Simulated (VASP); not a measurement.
# TiAl3 in VASP: further runs

The runs below take TiAl3 through single point, with PBE.

Everything below comes from runs of VASP 6.6.1. Logs are shortened: lines on timing, memory, paths and dates and some standing lists are left out, and cuts for length are marked.

**1. The cell of the first run**

It takes space group I4/mmm (No. 139, tetragonal). The conventional cell has a = 3.744 Å, b = 3.744 Å, c = 8.387 Å, α = 90.00°, β = 90.00°, γ = 90.00°. Within 3.5 Å of Ti (site symmetry 4/mmm) lie 12 Al at 2.65 to 2.81 Å. Al (site symmetry 4/mmm) has 4 Ti at 2.65 Å and 8 Al at 2.81 Å within 3.5 Å. Within 3.5 Å of Al (site symmetry -4m2) lie 8 Al at 2.65 to 2.81 Å and 4 Ti at 2.81 Å.

**2. Single point, PBE**

INCAR reads:

```
ALGO     = Normal         # electronic algorithm
EDIFF    = 1E-6           # SCF threshold, eV
ENCUT    = 520            # plane-wave cutoff, eV
GGA      = PE             # functional
ISIF     = 2              # what is computed and relaxed
ISMEAR   = 0              # smearing method
LASPH    = True           # aspherical terms in the spheres
LCHARG   = False          # write CHGCAR
LREAL    = False          # projectors in reciprocal space
LWAVE    = False          # write WAVECAR
NBANDS   = 18             # bands
NELM     = 60             # most SCF steps
PREC     = Accurate       # precision mode
SIGMA    = 0.05           # smearing width, eV
```

KPOINTS reads:

```
k-points
0
Gamma
  10 10 10
```

POSCAR reads:

```
TiAl3
1.0
    3.7441872909      0.0000000000      0.0000000000
    0.0000000000      3.7441872909      0.0000000000
   -1.8720936454     -1.8720936454      4.1932836873
Ti Al
1 3
Direct
    0.0000000000      0.0000000000      0.0000000000
    0.5000000000      0.5000000000      0.0000000000
    0.2500000000      0.7500000000      0.5000000000
    0.7500000000      0.2500000000      0.5000000000
```

Potentials or basis: VASP PAW PBE potentials, release 64 (Ti_sv, Al).

Started as:

```sh
$ cat potpaw_PBE.64/Ti_sv/POTCAR potpaw_PBE.64/Al/POTCAR > POTCAR
$ mpirun -np 1 vasp_std > vasp.out
```

OUTCAR:

```text
EDIFF = 1E-6
   ENCUT = 520
   GGA = PE
   ISIF = 2
   ISMEAR = 0
   LASPH = True
   LREAL = False
   NELM = 60
   PREC = Accurate

 ion  position               nearest neighbor table
   1  0.000  0.000  0.000-   2 2.65   2 2.65   2 2.65   2 2.65   4 2.81   3 2.81   4 2.81   3 2.81
                             4 2.81   4 2.81   3 2.81   3 2.81
   2  0.500  0.500  0.000-   1 2.65   1 2.65   1 2.65   1 2.65   4 2.81   3 2.81   4 2.81   3 2.81
                             3 2.81   3 2.81   4 2.81   4 2.81
   3  0.250  0.750  0.500-   4 2.65   4 2.65   4 2.65   4 2.65   2 2.81   2 2.81   1 2.81   1 2.81
                             1 2.81   1 2.81   2 2.81   2 2.81
   4  0.750  0.250  0.500-   3 2.65   3 2.65   3 2.65   3 2.65   2 2.81   2 2.81   1 2.81   1 2.81
                             2 2.81   2 2.81   1 2.81   1 2.81

  LATTYP: Found a body centered tetragonal cell.
 ALAT       =     3.7441872909
 C/A-ratio  =     2.2398899208

  Lattice vectors:

 A1 = (   1.8720936454,  -1.8720936455,  -4.1932836873)
 A2 = (  -1.8720936455,   1.8720936454,  -4.1932836873)
 A3 = (   1.8720936455,   1.8720936455,   4.1932836873)

Analysis of symmetry for initial positions (statically):
=====================================================================
 Subroutine PRICEL returns:
 Original cell was already a primitive cell.

 Routine SETGRP: Setting up the symmetry group for a
 body centered tetragonal supercell.

 Subroutine GETGRP returns: Found 16 space group operations
 (whereof 16 operations were pure point group operations)
 out of a pool of 16 trial point group operations.

The static configuration has the point symmetry D_4h.

Analysis of symmetry for dynamics (positions and initial velocities):
=====================================================================
 Subroutine PRICEL returns:
 Original cell was already a primitive cell.

 Routine SETGRP: Setting up the symmetry group for a
 body centered tetragonal supercell.

 Subroutine GETGRP returns: Found 16 space group operations
 (whereof 16 operations were pure point group operations)
 out of a pool of 16 trial point group operations.

The dynamic configuration has the point symmetry D_4h.

 Subroutine INISYM returns: Found 16 space group operations
 (whereof 16 operations are pure point group operations),
 and found     1 'primitive' translations

----------------------------------------------------------------------------------------

                                     Primitive cell

  volume of cell :      58.7854

  direct lattice vectors                    reciprocal lattice vectors
     3.744187291  0.000000000  0.000000000     0.267080657  0.000000000  0.119238296
     0.000000000  3.744187291  0.000000000     0.000000000  0.267080657  0.119238296
    -1.872093645 -1.872093645  4.193283687     0.000000000  0.000000000  0.238476591

  length of vectors
     3.744187291  3.744187291  4.959142801     0.292489057  0.292489057  0.238476591

  position of ions in fractional coordinates (direct lattice)
     0.000000000  0.000000000  0.000000000
     0.500000000  0.500000000  0.000000000
     0.250000000  0.750000000  0.500000000
     0.750000000  0.250000000  0.500000000

  ion indices of the primitive-cell ions
   primitive index   ion index
                 1           1
                 2           2
                 3           3
                 4           4

----------------------------------------------------------------------------------------

 KPOINTS: k-points

Automatic generation of k-mesh.
 Grid dimensions read from file:
 generate k-points for:   10   10   10

 Generating k-lattice:

  Cartesian coordinates                     Fractional coordinates (reciprocal lattice)
     0.026708066  0.000000000  0.011923830     0.100000000  0.000000000  0.000000000
     0.000000000  0.026708066  0.011923830     0.000000000  0.100000000  0.000000000
     0.000000000  0.000000000  0.023847659     0.000000000  0.000000000  0.100000000

  Length of vectors
     0.029248906  0.029248906  0.023847659

  Shift w.r.t. Gamma in fractional coordinates (k-lattice)
     0.000000000  0.000000000  0.000000000

 Subroutine IBZKPT returns following result:
 ===========================================

 Found    102 irreducible k-points:

 Following reciprocal coordinates:
            Coordinates               Weight
  0.000000  0.000000  0.000000      1.000000
  0.100000  0.000000 -0.000000      8.000000
  0.200000  0.000000 -0.000000      8.000000
  0.300000  0.000000 -0.000000      8.000000
  0.400000  0.000000 -0.000000      8.000000
  0.500000  0.000000 -0.000000      4.000000
[... 16 lines left out ...]
  0.300000  0.300000 -0.000000      8.000000
  0.400000  0.300000 -0.000000     16.000000
 [... further k-points ...]
   k-points           NKPTS =    102   k-points in BZ     NKDIM =    102   number of bands    NBANDS=     18
   number of dos      NEDOS =    301   number of ions     NIONS =      4
   total plane-waves  NPLWV =  31360
   dimension x,y,z NGX =    28 NGY =   28 NGZ =   40
   dimension x,y,z NGXF=    56 NGYF=   56 NGZF=   80
   ions per type =               1   3
   NGX,Y,Z   is equivalent  to a cutoff of  12.43, 12.43, 13.41 a.u.
   NGXF,Y,Z  is equivalent  to a cutoff of  24.86, 24.86, 26.82 a.u.
 SYSTEM =  unknown system
   PREC   = accura    normal or accurate (medium, high low for compatibility)
   ISTART =      0    job   : 0-new  1-cont  2-samecut
   ICHARG =      2    charge: 1-file 2-atom 10-const
   ISPIN  =      1    spin polarized calculation?
   LNONCOLLINEAR =      F non collinear calculations
   LSORBIT =      F    spin-orbit coupling
   LASPH  =      T    aspherical Exc in radial PAW
   ENCUT  =  520.0 eV  38.22 Ry    6.18 a.u.   6.96  6.96  9.22*2*pi/ulx,y,z
   NELM   =     60;   NELMIN=  2; NELMDL= -5     # of ELM steps
   EDIFF  = 0.1E-05   stopping-criterion for ELM
   LREAL  =      F    real-space projection
   EDIFFG = 0.1E-04   stopping-criterion for IOM
   NSW    =      0    number of steps for IOM
   IBRION =     -1    ionic relax: 0-MD 1-quasi-New 2-CG
   NFREE  =      0    steps in history (QN), initial steepest desc. (CG)
   ISIF   =      2    stress and relaxation
   ISYM   =      2    0-nonsym 1-usesym 2-fastsym
   POTIM  = 0.5000    time-step for ionic-motion
   TEBEG  =    0.0;   TEEND  =   0.0 temperature during run
   PSTRESS=    0.0 pullay stress
   NELECT =      21.0000    total number of electrons
   NUPDOWN=      -1.0000    fix difference up-down
   EMIN   =  10.00;   EMAX   =-10.00  energy-range for DOS
   EFERMI =   0.00;   METHOD = LEGACY
   ISMEAR =     0;   SIGMA  =   0.05  broadening in eV -4-tet -1-fermi 0-gaus
   EFERMI_NEDOS =   21; number of points for ismear=-14 and -15
   IALGO  =     38    algorithm
   IMIX   =      4    mixing-type and parameters
     AMIX     =   0.40;   BMIX     =  1.00
     AMIX_MAG =   1.60;   BMIX_MAG =  1.00
  volume/ion in A,a.u.               =      14.70        99.18
  Fermi-wavevector in a.u.,A,eV,Ry     =   1.161604  2.195113 18.358669  1.349324
  Thomas-Fermi vector in A             =   2.298174
   LORBIT       =      0    0 simple, 1 ext, 2 COOP (PROOUT), +10 PAW based schemes
   GGA     = PE    functional components
   LHFCALC =     F    Hartree Fock is set to
   AEXX    =    0.0000 exact exchange contribution
   IVDW    =     0    specifies the selected vdW correction
   LEPSILON=     F    determine dielectric tensor
   LRPA    =     F    only Hartree local field effects (RPA)
 non-spin polarized calculation
 Gauss-broadening in eV      SIGMA  =   0.05
  energy-cutoff  :      520.00
  volume of cell :       58.79
 maximum number of plane-waves:      1598
   NGX = 13   NGY = 13   NGZ = 19

 number of electron      21.0000001 magnetization

 Free energy of the ion-electron system (eV)
  ---------------------------------------------------
  ext. energy  EPLUGINS =         0.00000000
  ---------------------------------------------------
  free energy    TOTEN  =       -20.51755270 eV

  energy without entropy =      -20.51539369  energy(sigma->0) =      -20.51647320

 E-fermi :   9.0057     XC(G=0): -11.0452

 val. band max:        9.0037706797   @ k =   0.1000   0.1000   0.2000
 cond. band min:       9.0113269071   @ k =   0.2000   0.0000  -0.0000
 fundamental gap:      0.0075562274
 Fermi energy:         9.0057389630

 k-point     1 :       0.0000    0.0000    0.0000
  band No.  band energies     occupation
      1     -47.2627      2.00000
      2     -23.5960      2.00000
      3     -23.5960      2.00000
      4     -23.5186      2.00000
      5      -1.4501      2.00000
      6       6.0850      2.00000
[... 10 lines left out ...]
     17      13.1339      0.00000
     18      13.1780      0.00000

 k-point     2 :       0.1000    0.0000   -0.0000
  band No.  band energies     occupation
      1     -47.2626      2.00000
      2     -23.5996      2.00000
      3     -23.5958      2.00000
      4     -23.5184      2.00000
      5      -1.3190      2.00000
      6       5.5800      2.00000
[... 10 lines left out ...]
     17      13.2071      0.00000
     18      13.8230      0.00000

 k-point     3 :       0.2000    0.0000   -0.0000
  band No.  band energies     occupation
      1     -47.2621      2.00000
      2     -23.6090      2.00000
      3     -23.5952      2.00000
      4     -23.5180      2.00000
      5      -0.9298      2.00000
      6       4.9730      2.00000
[... 10 lines left out ...]
     17      13.4661      0.00000
     18      15.0572      0.00000

 k-point     4 :       0.3000    0.0000   -0.0000
  band No.  band energies     occupation
      1     -47.2615      2.00000
      2     -23.6204      2.00000
      3     -23.5945      2.00000
      4     -23.5176      2.00000
      5      -0.2956      2.00000
      6       4.0417      2.00000
[... 375 lines left out ...]
      4     -23.5167      2.00000
      5      -0.5872      2.00000
      6       5.7829      2.00000
[... 10 lines left out ...]
     17      13.3940      0.00000
     18      15.3573      0.00000

 k-point    23 :       0.3000    0.3000   -0.0000
  band No.  band energies     occupation
      1     -47.2603      2.00000
      2     -23.6182      2.00000
      3     -23.6172      2.00000
      4     -23.5161      2.00000
      5       1.1170      2.00000
      6       3.7416      2.00000
[... 10 lines left out ...]
     17      15.0327      0.00000
     18      15.4889      0.00000

 k-point    24 :       0.4000    0.3000   -0.0000
  band No.  band energies     occupation
      1     -47.2599      2.00000
      2     -23.6265      2.00000
      3     -23.6166      2.00000
      4     -23.5152      2.00000
      5       1.9722      2.00000
      6       3.1223      2.00000
[... 10 lines left out ...]
     17      14.2137      0.00000
     18      15.4369      0.00000

 [... further k-points ...]

------------------------ aborting loop because EDIFF is reached ----------------------------------------

  FORCE on cell =-STRESS in cart. coord.  units (eV):
  Direction    XX          YY          ZZ          XY          YZ          ZX
  --------------------------------------------------------------------------------------
  -------------------------------------------------------------------------------------
  Total        3.7370219      3.7370219      3.5115309      0.0000000      0.0000000      0.0000000
  in kB      101.8513637    101.8513637     95.7056769      0.0000000      0.0000000      0.0000000
  external PRESSURE =      99.8028014 kB  Pullay stress =       0.0000000 kB

 VOLUME and BASIS-vectors are now :
 -----------------------------------------------------------------------------
  energy-cutoff  :      520.00
  volume of cell :       58.79
      direct lattice vectors                 reciprocal lattice vectors
     3.744187291  0.000000000  0.000000000     0.267080657  0.000000000  0.119238296
     0.000000000  3.744187291  0.000000000     0.000000000  0.267080657  0.119238296
    -1.872093645 -1.872093645  4.193283687     0.000000000  0.000000000  0.238476591

 POSITION                                       TOTAL-FORCE (eV/Angst)
 -----------------------------------------------------------------------------------
      0.00000      0.00000      0.00000         0.000000     -0.000000      0.000000
      1.87209      1.87209      0.00000         0.000000     -0.000000      0.000000
      0.00000      1.87209      2.09664         0.000000      0.000000      0.000000
      1.87209      0.00000      2.09664        -0.000000     -0.000000      0.000000
 -----------------------------------------------------------------------------------
    total drift:                                0.000000      0.000000     -0.000000

  FREE ENERGIE OF THE ION-ELECTRON SYSTEM (eV)
  ---------------------------------------------------
  free  energy   TOTEN  =       -20.5175527021 eV

  energy  without entropy=      -20.5153936934  energy(sigma->0) =      -20.51647320
```

It took 3 min on 1 thread of AMD EPYC 7R13, shared host; peak memory 0.22 GiB.

Results:

| Quantity | Value |
| --- | --- |
| Free energy | -20.5176 eV |
| Pressure | 10.0 GPa |
| Band gap on the k mesh | zero (an odd number of electrons rules out a gap without spin polarisation) |

Caveat: the cell stands under pressure.

**3. Single point, PBE**

This run uses another cell than the first one, of 15.63 Å³/atom.

INCAR reads:

```
  PREC = Accurate
  ENCUT = 520
  EDIFF = 1E-6
  ISMEAR = 0
  SIGMA = 0.05
  LREAL = F
  LASPH = T
  NELM = 100
  ALGO = Fast
  ISIF = 2
  LWAVE = F
  LCHARG = F
  GGA = PE
  NBANDS = 18
```

KPOINTS reads:

```
Automatic mesh
0
Gamma
  10 10 10
```

POSCAR reads:

```
TiAl3
1.0
    3.8222135426      0.0000000000      0.0000000000
    0.0000000000      3.8222135426      0.0000000000
   -1.9111067713     -1.9111067713      4.2806687947
Ti Al
1 3
Direct
    0.0000000000      0.0000000000      0.0000000000
    0.5000000000      0.5000000000      0.0000000000
    0.2500000000      0.7500000000      0.5000000000
    0.7500000000      0.2500000000      0.5000000000
```

Potentials or basis: VASP PAW PBE potentials, release 64 (Ti_sv, Al).

Started as:

```sh
$ cat potpaw_PBE.64/Ti_sv/POTCAR potpaw_PBE.64/Al/POTCAR > POTCAR
$ mpirun -np 1 vasp_std > vasp.out
```

Wall time 7.8 min (1 thread of AMD EPYC 7R13, shared host); peak memory 0.22 GiB.

Results (log left out):

| Property | Result |
| --- | --- |
| Free energy | -20.6554 eV |
| Pressure | 2.0 GPa |
| Band gap on the k mesh | zero (an odd number of electrons rules out a gap without spin polarisation) |

Stress tensor (GPa, compression positive):
```
2.10 0.00 0.00
0.00 2.10 0.00
0.00 0.00 1.86
```

Levels at points of the mesh, in eV from the Fermi level:
| k point | band 8 | band 9 | band 10 | band 11 | band 12 | band 13 | band 14 | band 15 |
| --- | --- | --- | --- | --- | --- | --- | --- | --- |
| (0.00, 0.00, 0.00) | -1.41 | -1.23 | -1.23 | 0.84 | 1.75 | 1.75 | 2.24 | 2.48 |
| (0.50, 0.00, 0.00) | -2.96 | -1.06 | -0.26 | 0.51 | 1.82 | 2.10 | 2.73 | 3.18 |
| (0.50, 0.50, 0.00) | -3.77 | -2.71 | -2.20 | -0.99 | 1.78 | 1.96 | 2.71 | 2.85 |
| (0.00, 0.00, 0.50) | -0.92 | -0.92 | -0.23 | 0.71 | 0.71 | 0.96 | 3.08 | 4.77 |

**4. Single point, PBE**

This run uses another cell than the first one, of 15.63 Å³/atom.

INCAR reads:

```
SYSTEM = TiAl3
ALGO = Normal ; EDIFF = 1E-7
ENCUT = 520 ; GGA = PE
ISIF = 2 ; ISMEAR = 0
LASPH = .True. ; LCHARG = .False.
LREAL = .False. ; LWAVE = .False.
NBANDS = 18 ; NELM = 80
PREC = Accurate ; SIGMA = 0.05
```

KPOINTS reads:

```
k-points
0
Gamma
  10 10 10
  0 0 0
```

POSCAR is that of step 3.

Started as:

```sh
$ cat potpaw_PBE.64/Ti_sv/POTCAR potpaw_PBE.64/Al/POTCAR > POTCAR
$ mpirun -np 1 vasp_std > vasp.out
```

Run time: 3.5 min. Hardware: 1 thread of AMD EPYC 7R13, shared host; peak memory 0.22 GiB.

It converged, with:

| Item | Value |
| --- | --- |
| Free energy | -20.6554 eV |
| Pressure | 2.1 GPa |
| Band gap on the k mesh | zero (an odd number of electrons rules out a gap without spin polarisation) |

Stress tensor (GPa, compression positive):
```
2.14 0.00 0.00
0.00 2.14 0.00
0.00 0.00 1.90
```

Levels at points of the mesh, in eV from the Fermi level:
```tsv
k point	band 8	band 9	band 10	band 11	band 12	band 13	band 14	band 15
(0.00, 0.00, 0.00)	-1.41	-1.23	-1.23	0.84	1.75	1.75	2.24	2.48
(0.50, 0.00, 0.00)	-2.96	-1.06	-0.26	0.51	1.82	2.10	2.73	3.18
(0.50, 0.50, 0.00)	-3.77	-2.71	-2.20	-0.99	1.78	1.96	2.70	2.85
(0.00, 0.00, 0.50)	-0.92	-0.92	-0.23	0.71	0.71	0.96	3.08	4.77
```

**5. Single point, PBE**

This run uses another cell than the first one, of 15.63 Å³/atom.

INCAR reads:

```
ALGO = Fast
EDIFF = 1E-7
ENCUT = 520
GGA = PE
ISIF = 2
ISMEAR = 0
LASPH = True
LCHARG = False
LREAL = False
LWAVE = False
NBANDS = 18
NELM = 80
PREC = Accurate
SIGMA = 0.05
```

KPOINTS reads:

```
k-points
0
Gamma
  10 10 10
```

Changes to POSCAR since step 4:

```diff
@@ -9,3 +9,3 @@
     0.0000000000      0.0000000000      0.0000000000
-    0.5000000000      0.5000000000      0.0000000000
+    0.5130814251      0.5000000000      0.0000000000
     0.2500000000      0.7500000000      0.5000000000
```

Started as:

```sh
$ cat potpaw_PBE.64/Ti_sv/POTCAR potpaw_PBE.64/Al/POTCAR > POTCAR
$ mpirun -np 1 vasp_std > vasp.out
```

Run time: 16 min. Hardware: 1 thread of AMD EPYC 7R13, shared host; peak memory 0.28 GiB.

Results (log left out):

```
Free energy            : -20.6446 eV
Pressure               : 2.1 GPa
Largest force          : 0.432 eV/Å
Band gap on the k mesh : zero (an odd number of electrons rules out a gap without spin polarisation)
```

Forces on the atoms (eV/Å):
```
Ti   0.324  0.000  0.000
Al  -0.432  0.000  0.000
Al   0.054  0.000  0.006
Al   0.054  0.000 -0.006
```

Stress tensor (GPa, compression positive):
```
2.20 0.00 0.00
0.00 2.25 0.00
0.00 0.00 1.94
```

Levels at points of the mesh, in eV from the Fermi level:
| k point | band 8 | band 9 | band 10 | band 11 | band 12 | band 13 | band 14 | band 15 |
| --- | --- | --- | --- | --- | --- | --- | --- | --- |
| (0.00, 0.00, 0.00) | -1.41 | -1.23 | -1.23 | 0.82 | 1.76 | 1.76 | 2.24 | 2.47 |
| (0.50, 0.00, 0.00) | -2.96 | -1.06 | -0.26 | 0.51 | 1.82 | 2.10 | 2.73 | 3.18 |
| (0.00, 0.50, 0.50) | -2.96 | -1.06 | -0.26 | 0.51 | 1.82 | 2.10 | 2.73 | 3.17 |
| (0.50, 0.50, 0.00) | -3.77 | -2.71 | -2.20 | -0.99 | 1.78 | 1.96 | 2.71 | 2.84 |
| (0.00, 0.00, 0.50) | -0.93 | -0.92 | -0.23 | 0.71 | 0.71 | 0.96 | 3.08 | 4.77 |

**6. Summary**

| cell | gap on the mesh (eV) | pressure (GPa) |
| --- | --- | --- |
| a = 3.744, b = 3.744, c = 4.959 Å, angles 112.2, 112.2, 90.0°, 4 atoms, atomic positions A | none | 10.0 |
| a = 3.822, b = 3.822, c = 5.062 Å, angles 112.2, 112.2, 90.0°, 4 atoms, atomic positions A | none | 2.1 |
| a = 3.822, b = 3.822, c = 5.062 Å, angles 112.2, 112.2, 90.0°, 4 atoms, atomic positions B | none | 2.1 |

Alike in all rows: task single point; level PBE; potentials or basis VASP PAW PBE potentials, release 64 (Ti_sv, Al); no spin polarisation; k mesh 10 × 10 × 10; cutoff (eV) 520; smearing gaussian 0.05 eV.

Caveats: the cell stands under pressure (at least some runs).

Total energies depend on the potentials used, so only differences within one code and one set of settings carry meaning.
